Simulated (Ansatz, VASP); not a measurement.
One calculation of MgO, two programs

```
Mg O
1.0
     3.01437    0.00000    0.00000
    -1.50718    2.61052    0.00000
     0.00000    0.00000    2.74931
Mg O
1 1
Direct
  0.00000 0.00000 0.00000
  0.33333 0.66667 0.50000
```

Alike in both runs: task single point; functional LDA; k mesh 7 × 7 × 6; no spin polarisation.

```csv
,VASP,Ansatz
version,VASP 6.6.1,Ansatz 0.2.0
potentials or method,"VASP PAW LDA potentials, release 64 (Mg_sv, O), cutoff 840 eV","plane waves, PAW"
occupations,"gaussian, width 0.01 eV",fixed
valence electrons in the cell,16,16
```

|  | VASP | Ansatz | Ansatz less VASP |
| --- | --- | --- | --- |
| pressure (GPa) | -16.9 | -17.1 | -0.17 |
| traceless stress, the component that is largest in VASP (GPa) | -2.17 | -2.26 | -0.091 |

LDA's correlation is that of Perdew and Zunger in VASP and of Perdew and Wang (1992) in Ansatz. Ansatz's warnings: stress scf threshold loose.
